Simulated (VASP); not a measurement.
## P: relaxation of cell and atoms with PBE+D3(BJ)

P:

```xyz
2
Lattice="1.7093 0.9869 2.9739 -1.7093 0.9869 2.9739 0.0000 -1.9738 2.9739" Properties=species:S:1:pos:R:3 pbc="T T T"
P     0.0000    0.0000    2.0659
P     0.0000    0.0000    6.8558
```

| Property | Result |
| --- | --- |
| Program | VASP 6.6.1 |
| Task | relaxation of cell and atoms |
| Functional | PBE |
| Dispersion | D3(BJ) |
| Potentials or basis | VASP PAW PBE potentials, release 64 (P) |
| Cutoff | 600 eV |
| k mesh | 12 × 12 × 12 |
| Occupations | gaussian, width 0.1 eV |
| Spin | no spin polarisation |
| Dipole correction | no |
| Further INCAR settings | ALGO = Normal; EDIFF = 1e-06; IBRION = 2; EDIFFG = -0.01; NSW = 80; ISIF = 3 |

The relaxed volume is 14.84 Å³/atom and the relaxed cell is a = 3.527 Å, b = 3.527 Å, c = 3.527 Å, α = 58.11°, β = 58.11°, γ = 58.11°. The space group after relaxing (to 0.05 Å) is R-3m (No. 166), the energy gained by relaxing is 1.8 meV/atom and the ionic steps are 6. The pressure after relaxing is 0.0 GPa, the band gap on the k mesh is zero (band 5 reaches 10.50 eV, above the bottom of band 6 at 9.24 eV) and the dispersion energy per atom is -0.476 eV.

Stress tensor (GPa, compression positive):
```
-0.08  0.00  0.00
 0.00 -0.08  0.00
 0.00  0.00  0.05
```

The path:
```
step  energy change (eV)  largest force (eV/Å)  pressure (GPa)  volume (Å³)
   1              0.0000                0.1028           -0.11        30.10
   2             -0.0018                0.0535           -0.44        30.05
   3             -0.0029                0.0267           -0.91        29.97
   4             -0.0037                0.0008           -0.10        29.69
   5             -0.0037                0.0005           -0.10        29.69
   6             -0.0037                0.0007           -0.04        29.68
```

Final structure:
```yaml
crystal:
  lattice:
    - [1.71289, 0.98894, 2.92047]
    - [-1.71289, 0.98894, 2.92047]
    - [0.00000, -1.97788, 2.92047]
  atoms:
    - { symbol: P, position: [0.23331, 0.23331, 0.23331] }
    - { symbol: P, position: [0.76669, 0.76669, 0.76669] }
```

Levels at points of the mesh, in eV from the Fermi level:
```
           k point  band 1  band 2  band 3  band 4  band 5  band 6  band 7  band 8  band 9
(0.00, 0.00, 0.00)  -16.96   -2.80   -2.79   -2.79   -2.40    2.21    3.29    3.29    5.48
(0.50, 0.00, 0.00)  -13.16  -12.34   -3.31   -2.80   -0.92   -0.15    0.41    0.87   10.30
(0.50, 0.50, 0.00)  -12.81   -9.79   -7.26   -5.67   -5.63    0.16    7.14    7.87    9.04
(0.50, 0.50, 0.50)  -14.14  -11.60   -2.63   -2.63   -0.67   -0.67    0.43    2.14    9.94
```

Wall time 73 s on 1 thread of Oxide Virtual Turin-like Processor, with other jobs on the host, peak memory 0.17 GiB.

Caveat: pairwise dispersion overbinds metals, which lowers pressure and volume.
